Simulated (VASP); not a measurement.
Write the native input for VASP 6.6.1 that does the following.

```
Task                   : single point
Functional             : PBEsol
Potentials or basis    : VASP PAW PBE potentials, release 64 (O, H, Tl_d)
Cutoff                 : 520 eV
k mesh                 : 4 × 4 × 4
Occupations            : gaussian, width 0.05 eV
Spin                   : no spin polarisation
Dipole correction      : no
Further INCAR settings : ALGO = Normal; EDIFF = 1e-06; NBANDS = 31
```

The structure of Tl3HO lies in POSCAR:

```
Tl3HO
1.0
    5.5320138348      0.0000000000      0.0000000000
    0.0000000000      5.5320138348      0.0000000000
    0.0000000000      0.0000000000      5.5320138348
O H Tl
1 1 3
Direct
    0.0000000000      0.0000000000      0.0000000000
    0.5000000000      0.5000000000      0.5000000000
    0.5000000000      0.5000000000      0.0000000000
    0.5000000000      0.0000000000      0.5000000000
    0.0000000000      0.5000000000      0.5000000000
```

These files were run (other wordings do the same):

INCAR

```
SYSTEM = Tl3HO
PREC     = Accurate       ! precision mode
ENCUT    = 520            ! plane-wave cutoff, eV
EDIFF    = 1E-6           ! SCF threshold, eV
ISMEAR   = 0              ! smearing method
SIGMA    = 0.05           ! smearing width, eV
LREAL    = .FALSE.        ! projectors in reciprocal space
LASPH    = .TRUE.         ! aspherical terms in the spheres
NELM     = 80             ! most SCF steps
ALGO     = Normal         ! electronic algorithm
ISIF     = 2              ! what is computed and relaxed
LWAVE    = .FALSE.        ! write WAVECAR
LCHARG   = .FALSE.        ! write CHGCAR
GGA      = PS             ! functional
NBANDS   = 31             ! bands
```

KPOINTS

```
regular mesh
0
G
  4 4 4
  0 0 0
```

Potentials or basis: VASP PAW PBE potentials, release 64 (O, H, Tl_d).

Command:

```console
$ cat potpaw_PBE.64/O/POTCAR potpaw_PBE.64/H/POTCAR potpaw_PBE.64/Tl_d/POTCAR > POTCAR
$ mpirun -np 1 vasp_std > vasp.out
```

It gave:

The pressure is -5.6 GPa and the band gap on the k mesh is zero (band 23 reaches 1.31 eV, above the bottom of band 24 at 1.27 eV).

Caveat: the PAW data sets were made with another functional, which shifts forces and pressure a little; spin-orbit coupling is left out, which moves the levels of the heavy elements.

Run time: 94 s on 1 thread of AMD EPYC 7R43 64-Core Processor (Zen 3), on a shared host, peak memory 0.24 GiB.
